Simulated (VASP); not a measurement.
Input of a VASP 6.6.1 run:

INCAR

```
SYSTEM = Ag
PREC = Accurate
ENCUT = 400
EDIFF = 1E-8
ISMEAR = -1
SIGMA = 0.05
LREAL = .FALSE.
LASPH = .TRUE.
NELM = 120
ALGO = Normal
ISIF = 2
LWAVE = .FALSE.
LCHARG = .FALSE.
GGA = PE
LEFG = .TRUE.
NBANDS = 12
GGA_COMPAT = .FALSE.
```

The input KPOINTS:

```
Automatic mesh
0
G
  15 15 15
  0 0 0
```

File POSCAR:

```
Ag
1.0
    0.0000000000      2.0022380000      2.0431000000
    2.0022380000      0.0000000000      2.0431000000
    2.0022380000      2.0022380000      0.0000000000
Ag
1
Direct
    0.0000000000      0.0000000000      0.0000000000
```

Potentials or basis: VASP PAW PBE potentials, release 64 (Ag).

The run is started by

```bash
$ cat potpaw_PBE.64/Ag/POTCAR > POTCAR
$ mpirun -np 1 vasp_std > vasp.out
```

Question: Estimate the pressure.

Answer: 9.3 GPa.

Stress tensor (GPa, compression positive):
```
9.52 0.00 0.00
0.00 9.52 0.00
0.00 0.00 8.90
```

Caveat: the cell differs from its parent crystal (equal xx and yy strain of -2 %); without QUAD_EFG the Cq values of the log hold for a quadrupole moment of 1 mb, not for the nuclei.
